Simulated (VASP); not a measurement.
Here is a VASP 6.6.1 calculation.

INCAR

```
PREC = Accurate
ENCUT = 600
EDIFF = 1E-7
ISMEAR = 0
SIGMA = 0.1
LREAL = F
LASPH = T
NELM = 60
ALGO = Normal
ISIF = 3
LWAVE = F
LCHARG = F
GGA = PS
IBRION = 2
NSW = 100
EDIFFG = -0.005
LUSENCCL = F
```

The input KPOINTS:

```
regular mesh
0
Gamma
  18 18 6
```

Contents of POSCAR:

```
Ta3N
1.0
    3.0322239879      0.0000000000      0.0000000000
   -1.5161119940      2.6259830035      0.0000000000
    0.0000000000      0.0000000000      7.5241370000
Ta N
3 1
Direct
    0.0000000000      0.0000000000      0.5000000000
    0.3333333300      0.6666666700      0.1739300000
    0.6666666700      0.3333333300      0.8260700000
    0.0000000000      0.0000000000      0.0000000000
```

Potentials or basis: VASP PAW PBE potentials, release 64 (Ta_pv, N).

Launch:

```bash
$ cat potpaw_PBE.64/Ta_pv/POTCAR potpaw_PBE.64/N/POTCAR > POTCAR
$ mpirun -np 1 vasp_std > vasp.out
```

Problem. Predict the relaxed volume.

Solution. 14.53 Å³/atom.

Problem. Estimate the relaxed cell.

Solution. a = 3.000 Å, b = 3.000 Å, c = 7.461 Å, α = 90.00°, β = 90.00°, γ = 120.00°.

Problem. Predict the band gap on the k mesh.

Solution. Zero (bands 19 and 20 overlap by 0.82 eV).

Problem. Estimate the space group after relaxing (to 0.1 Å).

Solution. P-3m1 (No. 164).

Final structure:
```
Ta N
1.0
     2.99958    0.00000    0.00000
    -1.49979    2.59772    0.00000
     0.00000    0.00000    7.46142
Ta N
3 1
Direct
  0.00000 0.00000 0.50000
  0.33333 0.66667 0.17306
  0.66667 0.33333 0.82694
  0.00000 0.00000 0.00000
```

Caveat: the PAW data sets were made with another functional, which shifts forces and pressure a little; spin-orbit coupling is left out, which moves the levels of the heavy elements.
